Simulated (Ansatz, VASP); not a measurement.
# OsC2: VASP beside Ansatz

```
Os C
1.0
     3.27323    0.00000    0.00000
    -1.63662    2.83470    0.00000
     0.00000    0.00000    3.53509
Os C
1 2
Direct
  0.00000 0.00000 0.00000
  0.33333 0.66667 0.50000
  0.66667 0.33333 0.50000
```

Change from the starting cell: species swapped into the AgB2 type (P6/mmm, No. 191).

Alike in both runs: task relaxation of cell and atoms; functional PBE; k mesh 6 × 6 × 6; occupations gaussian, width 0.1 eV; no spin polarisation.

|  | VASP | Ansatz |
| --- | --- | --- |
| version | VASP 6.6.1 | Ansatz 0.2.0 |
| potentials or method | VASP PAW PBE potentials, release 64 (Os_sv_GW, C), cutoff 700 eV | scalar-relativistic, plane waves, PAW |
| valence electrons in the cell | 24 | 24 |

```tsv
	VASP	Ansatz	Ansatz less VASP
gap on the k mesh at the Fermi level, each at its own relaxed structure (eV)	none	none	-
relaxed volume (Å³/atom)	10.46	15.50	+5.045
relaxed length of the cell vector where the two differ most in proportion (Å)	5.669	8.496	+2.8266
```

A gap of «none» marks a metal or a gap that the smearing closes. One of these differences is far larger than is usual between the two programs; its cause wasn't traced.

The k mesh is coarse, so the values compare programs but aren't converged. Spin-orbit coupling is off throughout.
